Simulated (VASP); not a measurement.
Input of a VASP 6.6.1 run:

INCAR

```
PREC     = Accurate       # precision mode
ENCUT    = 520            # plane-wave cutoff, eV
EDIFF    = 1E-6           # SCF threshold, eV
ISMEAR   = 0              # smearing method
SIGMA    = 0.1            # smearing width, eV
LREAL    = F              # projectors in reciprocal space
LASPH    = T              # aspherical terms in the spheres
NELM     = 150            # most SCF steps
ALGO     = Normal         # electronic algorithm
ISIF     = 2              # what is computed and relaxed
LWAVE    = F              # write WAVECAR
LCHARG   = F              # write CHGCAR
ISPIN    = 2              # spin polarisation
MAGMOM   = 4.27 0.12      # initial moments
LORBIT   = 11             # projections on sites
LMAXMIX  = 4              # l up to which the mixer works
GGA      = PE             # functional
IVDW     = 12             # dispersion correction
NBANDS   = 20             # bands
```

File KPOINTS:

```
Automatic mesh
0
Gamma
  12 12 12
```

Contents of POSCAR:

```
MnS
1.0
    0.0000000000      2.5098876421      2.5098876421
    2.5098876421      0.0000000000      2.5098876421
    2.5098876421      2.5098876421      0.0000000000
Mn S
1 1
Direct
    0.0000000000      0.0000000000      0.0000000000
    0.5000000000      0.5000000000      0.5000000000
```

Potentials or basis: VASP PAW PBE potentials, release 64 (Mn_pv, S).

The run is started by

```sh
$ cat potpaw_PBE.64/Mn_pv/POTCAR potpaw_PBE.64/S/POTCAR > POTCAR
$ mpirun -np 1 vasp_std > vasp.out
```

**Question.** What does it give for the net moment?

**Answer.** 4.34 μB per cell.

**Question.** Estimate the site moments.

**Answer.** Mn +3.98; S +0.07 μB.

**Question.** Predict the dispersion energy per atom.

**Answer.** -0.457 eV.

Caveat: a cell with one magnetic atom can't hold antiferromagnetic order, which such compounds often take.
